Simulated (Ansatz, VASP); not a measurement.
## GaN: VASP beside Ansatz

File INCAR:

```
PREC = Accurate
ENCUT = 520
EDIFF = 1E-7
ISMEAR = 0
SIGMA = 0.012
LREAL = F
LASPH = T
NELM = 80
ALGO = Normal
ISIF = 2
LWAVE = F
LCHARG = T
GGA = PE
LELF = T
LVHAR = T
NBANDS = 16
```

Contents of KPOINTS:

```
Automatic mesh
0
Gamma
  10 10 10
```

Contents of POSCAR:

```
GaN
1.0
    0.0000000000      2.2535006075      2.2535006075
    2.2535006075      0.0000000000      2.2535006075
    2.2535006075      2.2535006075      0.0000000000
Ga N
1 1
Direct
    0.0000000000      0.0000000000      0.0000000000
    0.2500000000      0.2500000000      0.2500000000
```

Contents of input.yaml:

```yaml
crystal:
  lattice:
    - [0.0, 2.2535006075, 2.2535006075]
    - [2.2535006075, 0.0, 2.2535006075]
    - [2.2535006075, 2.2535006075, 0.0]
  atoms:
    - { symbol: Ga, position: [0.0, 0.0, 0.0] }
    - { symbol: "N", position: [0.25, 0.25, 0.25] }
kpoints:
  mp_grid: { grid: [10, 10, 10] }
scf:
  occupations: { method: gaussian, width: 0.012 }
hamiltonian:
  xc: pbe
  pseudopotentials: { kind: all_electron, lapw: { basis_error: 0.001 } }
output:
  forces: true
  stress: true
  eigenvalues: true
```

Alike in both runs: task single point; functional PBE; k mesh 10 × 10 × 10; occupations gaussian, width 0.012 eV; no spin polarisation.

|  | VASP | Ansatz |
| --- | --- | --- |
| version | VASP 6.6.1 | Ansatz 0.2.0 |
| potentials or method | VASP PAW PBE potentials, release 64 (Ga_d, N), cutoff 520 eV | all-electron LAPW, scalar-relativistic |

VASP gave:

| Quantity | Value |
| --- | --- |
| gap on the k mesh at the Fermi level (eV) | 1.72 |
| least direct gap on the mesh (eV) | 1.72 |
| pressure (GPa) | 5.1 |

Q: Estimate Ansatz's values.

A: gap on the k mesh at the Fermi level (eV): 1.73; least direct gap on the mesh (eV): 1.73; pressure (GPa): 4.9.

Ansatz ran all-electron here, and VASP with PAW potentials.
